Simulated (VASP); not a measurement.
The system is RbBr.

```xyz
2
Lattice="4.1279 0.0000 0.0000 0.0000 4.1279 0.0000 0.0000 0.0000 4.1279" Properties=species:S:1:pos:R:3 pbc="T T T"
Rb    0.0000    0.0000    0.0000
Br    2.0640    2.0640    2.0640
```

Base run:

```yaml
Program: VASP 6.6.1
Functional: PBE
Potentials_or_basis: VASP PAW PBE potentials, release 64 (Rb_sv, Br)
Cutoff: 520 eV
k_mesh: 4 × 4 × 4
Occupations: gaussian, width 0.01 eV
Spin: no spin polarisation
```

Its results: band gap on the k mesh 4.07 eV, indirect (least direct gap 4.23 eV); pressure 0.8 GPa.

**Question.** The run is repeated on the same cell with these changes: functional from PBE to r2SCAN. What comes out?

**Answer.** Band gap on the k mesh 4.83 eV, indirect (least direct gap 4.98 eV); pressure 0.0 GPa.

r2SCAN gives the wider gap, since meta-GGAs in the generalised Kohn-Sham scheme recover part of the derivative discontinuity.

Caveats: the PAW data sets were made with another functional, which shifts forces and pressure a little (some runs).

A k mesh can miss the band edges.
